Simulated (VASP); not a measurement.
Set up this calculation in VASP 6.6.1, as the native input.

* Task: single point
* Functional: PBE
* Potentials or basis: VASP PAW PBE potentials, release 64 (B, As)
* Cutoff: 500 eV
* k mesh: 5 × 5 × 5
* Occupations: gaussian, width 0.01 eV
* Spin: no spin polarisation
* Dipole correction: no
* Further INCAR settings: ALGO = Normal; EDIFF = 1e-06; NBANDS = 11

The structure of BAs lies in POSCAR:

```
BAs
1.0
    0.0000000000      2.3918698977      2.3918698977
    2.3918698977      0.0000000000      2.3918698977
    2.3918698977      2.3918698977      0.0000000000
B As
1 1
Direct
    0.0000000000      0.0000000000      0.0000000000
    0.2500000000      0.2500000000      0.2500000000
```

These files were run (other wordings do the same):

INCAR

```
SYSTEM = BAs
ALGO = Normal ; EDIFF = 1E-6
ENCUT = 500 ; GGA = PE
GGA_COMPAT = .False. ; ISIF = 2
ISMEAR = 0 ; LASPH = .True.
LCHARG = .False. ; LREAL = .False.
LWAVE = .False. ; NBANDS = 11
NELM = 120 ; PREC = Accurate
SIGMA = 0.01
```

KPOINTS

```
k-points
0
Gamma
  5 5 5
  0 0 0
```

Potentials or basis: VASP PAW PBE potentials, release 64 (B, As).

Run with:

```bash
$ cat potpaw_PBE.64/B/POTCAR potpaw_PBE.64/As/POTCAR > POTCAR
$ mpirun -np 1 vasp_std > vasp.out
```

Results of the run:

```
Pressure               : 3.0 GPa
Band gap on the k mesh : 1.17 eV, indirect (least direct gap 3.26 eV)
```

Caveat: the k points lie up to 0.45 Å⁻¹ apart.

Wall time 5.2 s on 1 thread of Intel Xeon 6975P-C, with other jobs on the host, peak memory 0.15 GiB.
